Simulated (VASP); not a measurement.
Input of a VASP 6.6.1 run:

The input POSCAR:

```
W
1.0
    0.0000000000      2.0434441004      2.0434441004
    2.0434441004      0.0000000000      2.0434441004
    2.0434441004      2.0434441004      0.0000000000
W
1
Direct
    0.0000000000      0.0000000000      0.0000000000
```

The input INCAR.step1:

```
  PREC = Accurate
  ENCUT = 520
  ISMEAR = -1
  SIGMA = 0.05
  LREAL = F
  LASPH = T
  NELM = 60
  NBANDS = 13
  GGA = PE
  ALGO = Normal
  EDIFF = 1E-4
  LWAVE = T
  LCHARG = F
```

INCAR.step2

```
  PREC = Accurate
  ENCUT = 520
  EDIFF = 1E-6
  ISMEAR = -1
  SIGMA = 0.05
  LREAL = F
  LASPH = T
  NELM = 60
  ALGO = Normal
  ISIF = 2
  LWAVE = F
  LCHARG = F
  METAGGA = R2SCAN
  LMIXTAU = T
  NBANDS = 13
  ISTART = 1
```

File KPOINTS:

```
regular mesh
0
Gamma
  11 11 11
```

Potentials or basis: VASP PAW PBE potentials, release 64 (W_sv).

Run with:

```sh
$ cat potpaw_PBE.64/W_sv/POTCAR > POTCAR
$ cp INCAR.step1 INCAR
$ mpirun -np 1 vasp_std > vasp.out
$ cp INCAR.step2 INCAR
$ mpirun -np 1 vasp_std > vasp.out
```

What does it give for the pressure?

-13.4 GPa.

Estimate the band gap on the k mesh.

zero (band 7 reaches 12.24 eV, above the bottom of band 8 at 9.27 eV).

Caveat: the PAW data sets were made with another functional, which shifts forces and pressure a little; spin-orbit coupling is left out, which moves the levels of the heavy elements.
